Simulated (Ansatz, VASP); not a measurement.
# One calculation of Si, two programs

```xyz
2
Lattice="0.0000 2.7008 2.7008 2.7008 0.0000 2.7008 2.7008 2.7008 0.0000" Properties=species:S:1:pos:R:3 pbc="T T T"
Si    2.7008    2.7008    2.7008
Si    4.0512    4.0512    4.0512
```

Alike in both runs: functional LDA; k mesh 10 × 10 × 10; occupations gaussian, width 0.02 eV; no spin polarisation.

Ansatz relaxed the structure, and its values are those at the end. VASP's run is a single point on that final structure, the one shown.

```csv
,VASP,Ansatz
version,VASP 6.6.1,Ansatz 0.2.0
potentials or method,"VASP PAW LDA potentials, release 64 (Si), cutoff 520 eV","scalar-relativistic, plane waves, PAW"
valence electrons in the cell,8,8
```

|  | VASP | Ansatz | Ansatz less VASP |
| --- | --- | --- | --- |
| gap on the k mesh at the Fermi level (eV) | 0.45 | 0.46 | +0.003 |
| least direct gap on the mesh (eV) | 2.53 | 2.53 | +0.002 |
| pressure (GPa) | 0.1 | 0.0 | -0.06 |

Ansatz warns that its potentials were made for another functional, while VASP's fit it. LDA's correlation is that of Perdew and Zunger in VASP and of Perdew and Wang (1992) in Ansatz.
